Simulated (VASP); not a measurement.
**TlBr: single point with LDA**

The system is TlBr.

```
Tl Br
1.0
     3.98000    0.00000    0.00000
     0.00000    3.98000    0.00000
     0.00000    0.00000    3.98000
Tl Br
1 1
Direct
  0.00000 0.00000 0.00000
  0.50000 0.50000 0.50000
```

```json
{"Program": "VASP 6.6.1", "Task": "single point", "Functional": "LDA", "Potentials or basis": "VASP PAW LDA potentials, release 64 (Tl_d, Br)", "Cutoff": "500 eV", "k mesh": "6 × 6 × 6", "Occupations": "gaussian, width 0.01 eV", "Spin": "no spin polarisation"}
```

```
Pressure               : -2.7 GPa
Band gap on the k mesh : 1.65 eV, direct
```

Levels at points of the mesh, in eV from the valence-band top:
| k point | band 8 | band 9 | band 10 | band 11 | band 12 | band 13 |
| --- | --- | --- | --- | --- | --- | --- |
| (0.00, 0.00, 0.00) | -1.31 | -1.31 | -1.31 | 6.84 | 6.84 | 7.08 |
| (0.50, 0.00, 0.00) | -0.79 | -0.79 | 0.00 | 1.65 | 5.61 | 5.61 |
| (0.50, 0.50, 0.00) | -2.98 | -2.98 | -0.70 | 4.72 | 4.72 | 7.23 |
| (0.50, 0.50, 0.50) | -1.93 | -1.93 | -1.93 | 1.95 | 1.95 | 1.95 |

Wall time 14 s on 1 thread of Intel Xeon 6975P-C (shared host), peak memory 0.16 GiB.

Caveat: spin-orbit coupling is left out, which moves the levels of the heavy elements. A k mesh can miss the band edges.
